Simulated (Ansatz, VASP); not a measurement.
# TaAs: VASP beside Ansatz

```
Ta As
1.0
     3.37671    0.00000    0.00000
    -1.68835    2.92431    0.00000
     0.00000    0.00000    3.44680
Ta As
1 1
Direct
  0.33333 0.66667 0.50000
  0.00000 0.00000 0.00000
```

Alike in both runs: task relaxation of cell and atoms; functional PBEsol; k mesh 12 × 12 × 12; occupations gaussian, width 0.1 eV; no spin polarisation.

```csv
,VASP,Ansatz
version,VASP 6.6.1,Ansatz 0.2.0
potentials or method,"VASP PAW PBE potentials, release 64 (Ta_pv, As), cutoff 600 eV","scalar-relativistic, plane waves, PAW"
valence electrons in the cell,16,28
```

Ansatz gave:

```
gap on the k mesh at the Fermi level, each at its own relaxed structure (eV) : none
relaxed volume (Å³/atom)                                                     : 17.01
relaxed cell length with the largest relative difference (Å)                 : 3.372
```

Question: What did VASP give for the same quantities?

Answer: gap on the k mesh at the Fermi level, each at its own relaxed structure (eV): none; relaxed volume (Å³/atom): 17.07; relaxed cell length with the largest relative difference (Å): 3.376.

VASP's potentials were made for PBE, not for PBEsol. A gap of «none» marks a metal or a gap that the smearing closes. VASP's potentials hold 16 valence electrons a cell and Ansatz's 28, so a difference there can come from the potentials and not from the codes.

Neither program's run includes spin-orbit coupling.
